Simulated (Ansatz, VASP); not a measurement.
# Two plane-wave programs on PN

```
P N
1.0
     6.24889    0.00000    0.00000
     0.00000    3.04488    0.00000
     0.00000    0.00000    3.73890
P N
4 4
Cartesian
  0.4607 2.2837 3.0358
  2.6638 0.7612 1.1663
  3.5851 2.2837 2.5725
  5.7882 0.7612 0.7031
  0.9855 0.7612 1.9203
  2.1390 2.2837 0.0509
  4.1099 0.7612 3.6880
  5.2634 2.2837 1.8186
```

Alike in both runs: functional PBE; k mesh 4 × 6 × 6; occupations gaussian, width 0.1 eV; no spin polarisation.

Ansatz relaxed the structure, and its values are those at the end. VASP's run is a single point on that final structure, the one shown.

```csv
,VASP,Ansatz
version,VASP 6.6.1,Ansatz 0.2.0
potentials or method,"VASP PAW PBE potentials, release 64 (P, N), cutoff 520 eV","scalar-relativistic, plane waves, PAW"
valence electrons in the cell,40,40
```

```tsv
	VASP	Ansatz	Ansatz less VASP
gap on the k mesh at the Fermi level (eV)	none	none	-
pressure (GPa)	-0.6	0.1	+0.70
rms of the force components (eV/Å)	0.006	0.005	-0.0010
```

A gap of «none» marks a metal or a gap that the smearing closes. The functional is the same, so the differences come from potentials, cutoffs and numerics.
